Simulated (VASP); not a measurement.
A run of VASP 6.6.1 is set up as follows.

File INCAR:

```
PREC = Accurate
ENCUT = 520
EDIFF = 1E-7
ISMEAR = -1
SIGMA = 0.1
LREAL = False
LASPH = True
NELM = 100
ALGO = Normal
ISIF = 2
LWAVE = False
LCHARG = False
NBANDS = 12
```

File KPOINTS:

```
regular mesh
0
Gamma
  16 16 16
```

POSCAR

```
Ta
1.0
    0.0000000000      1.9998968981      1.9998968981
    1.9998968981      0.0000000000      1.9998968981
    1.9998968981      1.9998968981      0.0000000000
Ta
1
Direct
    0.0000000000      0.0000000000      0.0000000000
```

Potentials or basis: VASP PAW LDA potentials, release 64 (Ta_pv).

Command:

```bash
$ cat potpaw_LDA.64/Ta_pv/POTCAR > POTCAR
$ mpirun -np 1 vasp_std > vasp.out
```

(1) What does it give for the pressure?

Answers

(1) 28.1 GPa.
